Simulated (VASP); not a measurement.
A run of VASP 6.6.1:

File INCAR:

```
PREC = Accurate
ENCUT = 600
EDIFF = 1E-6
ISMEAR = -1
SIGMA = 0.05
LREAL = F
LASPH = T
NELM = 120
ALGO = Normal
ISIF = 2
LWAVE = F
LCHARG = F
GGA = PS
NBANDS = 46
GGA_COMPAT = F
```

KPOINTS

```
Automatic mesh
0
Gamma
  9 6 4
```

The input POSCAR:

```
TiO2
1.0
    2.9480727351     -0.0000613967      0.0001184813
    0.0001092940      4.7083261306     -0.0261000432
    1.4737552738      0.2030874564      7.0550212599
Ti O
3 6
Direct
    0.0034705124      0.0003763185      0.0007044057
    0.3453199139      0.4860637965      0.3173823420
    0.6619880950      0.5146894607      0.6840269527
    0.4401304430      0.1880317808      0.1277887551
    0.7792556312      0.2994398727      0.4495495277
    0.1018470356      0.3044192228      0.8043784998
    0.9055220193      0.6963333412      0.1970280132
    0.2281009138      0.7013127315      0.5518570096
    0.5672164258      0.8127204853      0.8736174842
```

Potentials or basis: VASP PAW PBE potentials, release 64 (Ti_sv, O).

Run with:

```console
$ cat potpaw_PBE.64/Ti_sv/POTCAR potpaw_PBE.64/O/POTCAR > POTCAR
$ mpirun -np 1 vasp_std > vasp.out
```

Hardware: 1 thread of Intel(R) Xeon(R) 6975P-C (Granite Rapids) (shared host).

**Question.** Estimate the wall time of this run.

**Answer.** Wall time 5.7 min on 1 thread of Intel(R) Xeon(R) 6975P-C (Granite Rapids), with other jobs on the host, peak memory 0.54 GiB. Counts: scf iterations 17, k points 110.
